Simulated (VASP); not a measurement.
# Si (Fd-3m) in VASP: a series of runs

Runs on Si. Level: PBE. Tasks: single point.

Everything below comes from runs of VASP 6.6.1. Logs are shortened: lines on timing, memory, paths and dates and some standing lists are left out, and cuts for length are marked.

## (1) The cell of the first run

Symmetry: Fd-3m, No. 227, cubic system. The conventional cell has a = 5.470 Å, b = 5.470 Å, c = 5.470 Å, α = 90.00°, β = 90.00°, γ = 90.00°. Si (site symmetry -43m) has 4 Si at 2.37 Å within 3.1 Å.

## (2) Single point, PBE

Input file INCAR:

```
SYSTEM = Si
PREC = Accurate
ENCUT = 520
EDIFF = 1E-6
ISMEAR = 0
SIGMA = 0.02
LREAL = .FALSE.
LASPH = .TRUE.
NELM = 60
ALGO = Normal
ISIF = 2
LWAVE = .FALSE.
LCHARG = .TRUE.
GGA = PE
LELF = .TRUE.
LVHAR = .TRUE.
NBANDS = 11
```

Input file KPOINTS:

```
regular mesh
0
G
  8 8 8
  0 0 0
```

Input file POSCAR:

```
Si
1.0
    0.0000000000      2.7350468771      2.7350468771
    2.7350468771      0.0000000000      2.7350468771
    2.7350468771      2.7350468771      0.0000000000
Si
2
Direct
    0.7500000000      0.7500000000      0.7500000000
    0.5000000000      0.5000000000      0.5000000000
```

Potentials or basis: VASP PAW PBE potentials, release 64 (Si).

The run is started by

```sh
$ cat potpaw_PBE.64/Si/POTCAR > POTCAR
$ mpirun -np 1 vasp_std > vasp.out
```

OUTCAR:

```text
SYSTEM = Si
   PREC = Accurate
   ENCUT = 520
   EDIFF = 1E-6
   ISMEAR = 0
   LREAL = .FALSE.
   LASPH = .TRUE.
   NELM = 60
   ISIF = 2
   GGA = PE

 ion  position               nearest neighbor table
   1  0.750  0.750  0.750-   2 2.37   2 2.37   2 2.37   2 2.37
   2  0.500  0.500  0.500-   1 2.37   1 2.37   1 2.37   1 2.37

  LATTYP: Found a face centered cubic cell.
 ALAT       =     5.4700937542

  Lattice vectors:

 A1 = (   0.0000000000,   2.7350468771,   2.7350468771)
 A2 = (   2.7350468771,   0.0000000000,   2.7350468771)
 A3 = (   2.7350468771,   2.7350468771,   0.0000000000)

Analysis of symmetry for initial positions (statically):
=====================================================================
 Subroutine PRICEL returns:
 Original cell was already a primitive cell.

 Routine SETGRP: Setting up the symmetry group for a
 face centered cubic supercell.

 Subroutine GETGRP returns: Found 48 space group operations
 (whereof 24 operations were pure point group operations)
 out of a pool of 48 trial point group operations.

The static configuration has the point symmetry T_d .
 The point group associated with its full space group is O_h .

Analysis of symmetry for dynamics (positions and initial velocities):
=====================================================================
 Subroutine PRICEL returns:
 Original cell was already a primitive cell.

 Routine SETGRP: Setting up the symmetry group for a
 face centered cubic supercell.

 Subroutine GETGRP returns: Found 48 space group operations
 (whereof 24 operations were pure point group operations)
 out of a pool of 48 trial point group operations.

The dynamic configuration has the point symmetry T_d .
 The point group associated with its full space group is O_h .

 Subroutine INISYM returns: Found 48 space group operations
 (whereof 24 operations are pure point group operations),
 and found     1 'primitive' translations

----------------------------------------------------------------------------------------

                                     Primitive cell

  volume of cell :      40.9189

  direct lattice vectors                    reciprocal lattice vectors
     0.000000000  2.735046877  2.735046877    -0.182812223  0.182812223  0.182812223
     2.735046877  0.000000000  2.735046877     0.182812223 -0.182812223  0.182812223
     2.735046877  2.735046877  0.000000000     0.182812223  0.182812223 -0.182812223

  length of vectors
     3.867940387  3.867940387  3.867940387     0.316640059  0.316640059  0.316640059

  position of ions in fractional coordinates (direct lattice)
     0.750000000  0.750000000  0.750000000
     0.500000000  0.500000000  0.500000000

  ion indices of the primitive-cell ions
   primitive index   ion index
                 1           1
                 2           2

----------------------------------------------------------------------------------------

 KPOINTS: regular mesh

Automatic generation of k-mesh.
 Grid dimensions read from file:
 generate k-points for:    8    8    8

 Generating k-lattice:

  Cartesian coordinates                     Fractional coordinates (reciprocal lattice)
    -0.022851528  0.022851528  0.022851528     0.125000000  0.000000000  0.000000000
     0.022851528 -0.022851528  0.022851528     0.000000000  0.125000000  0.000000000
     0.022851528  0.022851528 -0.022851528     0.000000000  0.000000000  0.125000000

  Length of vectors
     0.039580007  0.039580007  0.039580007

  Shift w.r.t. Gamma in fractional coordinates (k-lattice)
     0.000000000  0.000000000  0.000000000

 Subroutine IBZKPT returns following result:
 ===========================================

 Found     29 irreducible k-points:

 Following reciprocal coordinates:
            Coordinates               Weight
  0.000000  0.000000  0.000000      1.000000
  0.125000  0.000000  0.000000      8.000000
  0.250000  0.000000  0.000000      8.000000
  0.375000  0.000000  0.000000      8.000000
  0.500000  0.000000  0.000000      4.000000
  0.125000  0.125000  0.000000      6.000000
[... 16 lines left out ...]
  0.500000  0.250000  0.125000     48.000000
 -0.375000  0.250000  0.125000     24.000000
 [... further k-points ...]
   k-points           NKPTS =     29   k-points in BZ     NKDIM =     29   number of bands    NBANDS=     11
   number of dos      NEDOS =    301   number of ions     NIONS =      2
   total plane-waves  NPLWV =  27000
   dimension x,y,z NGX =    30 NGY =   30 NGZ =   30
   dimension x,y,z NGXF=    60 NGYF=   60 NGZF=   60
   ions per type =               2
   NGX,Y,Z   is equivalent  to a cutoff of  12.89, 12.89, 12.89 a.u.
   NGXF,Y,Z  is equivalent  to a cutoff of  25.79, 25.79, 25.79 a.u.
 SYSTEM =  Si
   PREC   = accura    normal or accurate (medium, high low for compatibility)
   ISTART =      0    job   : 0-new  1-cont  2-samecut
   ICHARG =      2    charge: 1-file 2-atom 10-const
   ISPIN  =      1    spin polarized calculation?
   LNONCOLLINEAR =      F non collinear calculations
   LSORBIT =      F    spin-orbit coupling
   LASPH  =      T    aspherical Exc in radial PAW
   ENCUT  =  520.0 eV  38.22 Ry    6.18 a.u.   7.19  7.19  7.19*2*pi/ulx,y,z
   NELM   =     60;   NELMIN=  2; NELMDL= -5     # of ELM steps
   EDIFF  = 0.1E-05   stopping-criterion for ELM
   LREAL  =      F    real-space projection
   EDIFFG = 0.1E-04   stopping-criterion for IOM
   NSW    =      0    number of steps for IOM
   IBRION =     -1    ionic relax: 0-MD 1-quasi-New 2-CG
   NFREE  =      0    steps in history (QN), initial steepest desc. (CG)
   ISIF   =      2    stress and relaxation
   ISYM   =      2    0-nonsym 1-usesym 2-fastsym
   POTIM  = 0.5000    time-step for ionic-motion
   TEBEG  =    0.0;   TEEND  =   0.0 temperature during run
   PSTRESS=    0.0 pullay stress
   NELECT =       8.0000    total number of electrons
   NUPDOWN=      -1.0000    fix difference up-down
   EMIN   =  10.00;   EMAX   =-10.00  energy-range for DOS
   EFERMI =   0.00;   METHOD = LEGACY
   ISMEAR =     0;   SIGMA  =   0.02  broadening in eV -4-tet -1-fermi 0-gaus
   EFERMI_NEDOS =   21; number of points for ismear=-14 and -15
   IALGO  =     38    algorithm
   IMIX   =      4    mixing-type and parameters
     AMIX     =   0.40;   BMIX     =  1.00
     AMIX_MAG =   1.60;   BMIX_MAG =  1.00
  volume/ion in A,a.u.               =      20.46       138.07
  Fermi-wavevector in a.u.,A,eV,Ry     =   0.950160  1.795542 12.283393  0.902804
  Thomas-Fermi vector in A             =   2.078511
   LORBIT       =      0    0 simple, 1 ext, 2 COOP (PROOUT), +10 PAW based schemes
   GGA     = PE    functional components
   LHFCALC =     F    Hartree Fock is set to
   AEXX    =    0.0000 exact exchange contribution
   IVDW    =     0    specifies the selected vdW correction
   LEPSILON=     F    determine dielectric tensor
   LRPA    =     F    only Hartree local field effects (RPA)
 non-spin polarized calculation
 Gauss-broadening in eV      SIGMA  =   0.02
  energy-cutoff  :      520.00
  volume of cell :       40.92
 maximum number of plane-waves:      1124
 NGX is ok and might be reduce to    30

 number of electron       8.0000001 magnetization

 Free energy of the ion-electron system (eV)
  ---------------------------------------------------
  ext. energy  EPLUGINS =         0.00000000
  ---------------------------------------------------
  free energy    TOTEN  =       -10.84608134 eV

  energy without entropy =      -10.84608134  energy(sigma->0) =      -10.84608134

 E-fermi :   5.7099     XC(G=0):  -9.3237

 val. band max:        5.6099049280   @ k =   0.0000   0.0000   0.0000
 cond. band min:       6.2610804899   @ k =   0.3750   0.3750   0.0000
 fundamental gap:      0.6511755619
 Fermi energy:         5.7099136924

 k-point     1 :       0.0000    0.0000    0.0000
  band No.  band energies     occupation
      1      -6.1999      2.00000
      2       5.6099      2.00000
      3       5.6099      2.00000
      4       5.6099      2.00000
      5       8.1661      0.00000
      6       8.1661      0.00000
      7       8.1661      0.00000
      8       8.7353      0.00000
      9      13.3181      0.00000
     10      13.3181      0.00000
     11      13.4841      0.00000

 k-point     2 :       0.1250    0.0000    0.0000
  band No.  band energies     occupation
      1      -5.9996      2.00000
      2       4.0193      2.00000
      3       5.3277      2.00000
      4       5.3277      2.00000
      5       8.0505      0.00000
      6       8.5812      0.00000
      7       8.5812      0.00000
      8      10.1363      0.00000
      9      12.8455      0.00000
     10      12.8455      0.00000
     11      14.2594      0.00000

 k-point     3 :       0.2500    0.0000    0.0000
  band No.  band energies     occupation
      1      -5.4156      2.00000
      2       1.7249      2.00000
      3       4.8653      2.00000
      4       4.8653      2.00000
      5       7.5665      0.00000
      6       9.0991      0.00000
      7       9.0991      0.00000
      8      12.3549      0.00000
      9      12.7963      0.00000
     10      12.7963      0.00000
     11      14.5369      0.00000

 k-point     4 :       0.3750    0.0000    0.0000
  band No.  band energies     occupation
      1      -4.5417      2.00000
      2      -0.2583      2.00000
      3       4.5427      2.00000
      4       4.5427      2.00000
      5       7.2019      0.00000
      6       9.0626      0.00000
      7       9.0626      0.00000
      8      13.4453      0.00000
      9      14.1472      0.00000
     10      14.1472      0.00000
     11      15.1157      0.00000
[... 239 lines left out ...]
 k-point    22 :       0.3750    0.2500    0.1250
  band No.  band energies     occupation
      1      -4.8959      2.00000
      2       1.3424      2.00000
      3       2.9597      2.00000
      4       4.2106      2.00000
      5       8.0527      0.00000
      6       9.4342      0.00000
      7       9.8129      0.00000
      8      11.0486      0.00000
      9      13.3202      0.00000
     10      15.7104      0.00000
     11      16.5702      0.00000

 k-point    23 :       0.5000    0.2500    0.1250
  band No.  band energies     occupation
      1      -4.0271      2.00000
      2      -0.1762      2.00000
      3       2.3558      2.00000
      4       3.7236      2.00000
      5       8.4736      0.00000
      6       9.1387      0.00000
      7      10.5861      0.00000
      8      11.4862      0.00000
      9      14.5377      0.00000
     10      15.2331      0.00000
     11      17.5090      0.00000

 k-point    24 :      -0.3750    0.2500    0.1250
  band No.  band energies     occupation
      1      -3.3935      2.00000
      2      -1.0949      2.00000
      3       2.2244      2.00000
      4       3.5008      2.00000
      5       8.6320      0.00000
      6       8.7564      0.00000
      7      11.4545      0.00000
      8      12.6743      0.00000
      9      12.9140      0.00000
     10      16.1152      0.00000
     11      17.1583      0.00000

 [... further k-points ...]
[... 5 lines left out ...]
  --------------------------------------------------------------------------------------
  -------------------------------------------------------------------------------------
  Total       -0.0163180     -0.0163180     -0.0163180      0.0000000      0.0000000      0.0000000
  in kB       -0.6389317     -0.6389317     -0.6389317      0.0000000      0.0000000      0.0000000
  external PRESSURE =      -0.6389317 kB  Pullay stress =       0.0000000 kB

 VOLUME and BASIS-vectors are now :
 -----------------------------------------------------------------------------
  energy-cutoff  :      520.00
  volume of cell :       40.92
      direct lattice vectors                 reciprocal lattice vectors
     0.000000000  2.735046877  2.735046877    -0.182812223  0.182812223  0.182812223
     2.735046877  0.000000000  2.735046877     0.182812223 -0.182812223  0.182812223
     2.735046877  2.735046877  0.000000000     0.182812223  0.182812223 -0.182812223

 POSITION                                       TOTAL-FORCE (eV/Angst)
 -----------------------------------------------------------------------------------
      4.10257      4.10257      4.10257        -0.000000      0.000000     -0.000000
      2.73505      2.73505      2.73505         0.000000     -0.000000      0.000000
 -----------------------------------------------------------------------------------
    total drift:                                0.000000     -0.000000     -0.000000

  FREE ENERGIE OF THE ION-ELECTRON SYSTEM (eV)
  ---------------------------------------------------
  free  energy   TOTEN  =       -10.8460813374 eV

  energy  without entropy=      -10.8460813374  energy(sigma->0) =      -10.84608134
```

Wall time 5.5 s (1 thread of Intel Xeon 6975P-C (Granite Rapids), shared host); peak memory 0.15 GiB.

Results:

```yaml
Free_energy: -10.8461 eV
Pressure: -0.1 GPa
Band_gap_on_the_k_mesh: 0.65 eV, indirect (least direct gap 2.56 eV)
```

Levels at points of the mesh, in eV from the valence-band top:
| k point | band 2 | band 3 | band 4 | band 5 | band 6 | band 7 |
| --- | --- | --- | --- | --- | --- | --- |
| (0.00, 0.00, 0.00) | 0.00 | 0.00 | 0.00 | 2.56 | 2.56 | 2.56 |
| (0.50, 0.00, 0.00) | -6.87 | -1.18 | -1.18 | 1.46 | 3.35 | 3.35 |
| (0.50, 0.50, 0.00) | -7.74 | -2.79 | -2.79 | 0.75 | 0.75 | 9.93 |

## (3) Single point, PBE

This run uses another cell than the first one: it holds 32 atoms, not 2.

Input file INCAR:

```
PREC = Accurate
ENCUT = 520
EDIFF = 1E-7
ISMEAR = 0
SIGMA = 0.01
LREAL = Auto
LASPH = True
NELM = 80
ALGO = Normal
ISIF = 2
LWAVE = False
LCHARG = False
GGA = PE
NBANDS = 86
```

Input file KPOINTS:

```
regular mesh
0
Gamma
  3 3 3
```

Input file POSCAR:

```
Si
1.0
    5.4700937543      5.4700937543     -5.4700937543
   -5.4700937543      5.4700937543      5.4700937543
    5.4700937543     -5.4700937543      5.4700937543
Si
32
Direct
    0.5000000000      0.7500000000      1.0000000000
    0.2500000000      0.7500000000      0.2500000000
    0.0000000000      0.7500000000      0.5000000000
    0.5000000000      1.0000000000      0.7500000000
    0.7500000000      0.7500000000      0.7500000000
    0.2500000000      1.0000000000      1.0000000000
    0.0000000000      0.0000000000      0.2500000000
    0.5000000000      0.2500000000      0.5000000000
    0.7500000000      0.0000000000      0.5000000000
    0.2500000000      0.2500000000      0.7500000000
    0.0000000000      0.2500000000      0.0000000000
    0.5000000000      0.5000000000      0.2500000000
    0.7500000000      0.2500000000      0.2500000000
    0.2500000000      0.5000000000      0.5000000000
    0.0000000000      0.5000000000      0.7500000000
    0.7500000000      0.5000000000      0.0000000000
    0.2500000000      0.5000000000      0.7500000000
    0.0000000000      0.5000000000      0.0000000000
    0.7500000000      0.5000000000      0.2500000000
    0.2500000000      0.7500000000      0.5000000000
    0.5000000000      0.5000000000      0.5000000000
    0.0000000000      0.7500000000      0.7500000000
    0.7500000000      0.7500000000      0.0000000000
    0.2500000000      0.0000000000      0.2500000000
    0.5000000000      0.7500000000      0.2500000000
    0.0000000000      0.0000000000      0.5000000000
    0.7500000000      0.0000000000      0.7500000000
    0.2500000000      0.2500000000      0.0000000000
    0.5000000000      0.0000000000      0.0000000000
    0.0000000000      0.2500000000      0.2500000000
    0.7500000000      0.2500000000      0.5000000000
    0.5000000000      0.2500000000      0.7500000000
```

Potentials or basis: VASP PAW PBE potentials, release 64 (Si).

The run is started by

```sh
$ cat potpaw_PBE.64/Si/POTCAR > POTCAR
$ mpirun -np 1 vasp_std > vasp.out
```

Wall time 11 min (1 thread of Intel Xeon 6975P-C, shared host); peak memory 0.71 GiB.

It converged, with:

```
Free energy            : -173.6078 eV
Pressure               : -0.1 GPa
Band gap on the k mesh : 0.75 eV
```

Levels at points of the mesh, in eV from the valence-band top:
```
           k point  band 62  band 63  band 64  band 65  band 66  band 67
(0.00, 0.00, 0.00)     0.00     0.00     0.00     0.75     0.75     0.75
```

## (4) Single point, PBE

Input file INCAR:

```
SYSTEM = Si
PREC = Accurate
ENCUT = 500
EDIFF = 1E-6
ISMEAR = 0
SIGMA = 0.01
LREAL = .FALSE.
LASPH = .TRUE.
NELM = 120
ALGO = Normal
ISIF = 2
LWAVE = .FALSE.
LCHARG = .FALSE.
GGA = PE
NBANDS = 11
GGA_COMPAT = .FALSE.
```

Input file KPOINTS:

```
Automatic mesh
0
G
  8 8 8
  0 0 0
```

Input file POSCAR:

```
Si
1.0
    0.0000000000      2.7350468771      2.7350468771
    2.7350468771      0.0000000000      2.7350468771
    2.7350468771      2.7350468771      0.0000000000
Si
2
Direct
    0.7500000000      0.7500000000      0.7500000000
    0.5000000000      0.5000000000      0.5000000000
```

The run is started by

```sh
$ cat potpaw_PBE.64/Si/POTCAR > POTCAR
$ mpirun -np 1 vasp_std > vasp.out
```

Run time: 11 s. Hardware: 1 thread of Intel Xeon Platinum 8488C (Sapphire Rapids), shared host; peak memory 0.14 GiB.

The run converged. Its results:

| Item | Value |
| --- | --- |
| Free energy | -10.8461 eV |
| Pressure | -0.1 GPa |
| Band gap on the k mesh | 0.65 eV, indirect (least direct gap 2.56 eV) |

Levels at points of the mesh, in eV from the valence-band top:
```csv
k point,band 2,band 3,band 4,band 5,band 6,band 7
"(0.00, 0.00, 0.00)",0.00,0.00,0.00,2.56,2.56,2.56
"(0.50, 0.00, 0.00)",-6.87,-1.18,-1.18,1.46,3.35,3.35
"(0.50, 0.50, 0.00)",-7.74,-2.79,-2.79,0.75,0.75,9.93
```

## (5) The runs side by side

| cell | k mesh | cutoff (eV) | smearing | gap on the mesh (eV) | pressure (GPa) |
| --- | --- | --- | --- | --- | --- |
| a = 3.868 Å, angles 60.0°, 2 atoms | 8 × 8 × 8 | 520 | gaussian 0.02 eV | 0.65 | -0.1 |
| a = 9.474 Å, angles 109.5°, 32 atoms | 3 × 3 × 3 | 520 | gaussian 0.01 eV | 0.75 | -0.1 |
| a = 3.868 Å, angles 60.0°, 2 atoms | 8 × 8 × 8 | 500 | gaussian 0.01 eV | 0.65 | -0.1 |

Alike in all rows: task single point; level PBE; potentials or basis VASP PAW PBE potentials, release 64 (Si); no spin polarisation.

Total energies depend on the potentials used, so only differences within one code and one set of settings carry meaning.
